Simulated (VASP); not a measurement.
Input of a VASP 6.6.1 run:

File INCAR:

```
ALGO = Normal
EDIFF = 1E-7
EDIFFG = -0.03
ENCUT = 500
GGA = PS
GGA_COMPAT = F
IBRION = 2
ISIF = 3
ISMEAR = -1
LASPH = T
LCHARG = F
LREAL = F
LWAVE = F
NELM = 120
NELMIN = 4
NSW = 50
PREC = Accurate
SIGMA = 0.05
```

Contents of KPOINTS:

```
k-points
0
Gamma
  10 10 10
```

POSCAR

```
Pd
1.0
    0.0000000000      1.9450000000      1.9450000000
    1.9450000000      0.0000000000      1.9450000000
    1.9450000000      1.9450000000      0.0000000000
Pd
1
Direct
    0.0000000000      0.0000000000      0.0000000000
```

Potentials or basis: VASP PAW PBE potentials, release 64 (Pd).

Command:

```console
$ cat potpaw_PBE.64/Pd/POTCAR > POTCAR
$ mpirun -np 1 vasp_std > vasp.out
```

Problem. Predict the band gap on the k mesh.

Solution. Zero (bands 5 and 6 overlap by 1.62 eV).

Problem. What does it give for the relaxed cell?

Solution. a = 2.739 Å, b = 2.739 Å, c = 2.739 Å, α = 60.00°, β = 60.00°, γ = 60.00°.

Problem. What does it give for the relaxed volume?

Solution. 14.52 Å³/atom.

Problem. What does it give for the space group after relaxing (to 0.1 Å)?

Solution. Fm-3m (No. 225).

Final structure:
```
Pd
1.0
     0.00000    1.93650    1.93650
     1.93650    0.00000    1.93650
     1.93650    1.93650    0.00000
Pd
1
Cartesian
  0.0000 0.0000 0.0000
```

Caveat: the PAW data sets were made with another functional, which shifts forces and pressure a little.
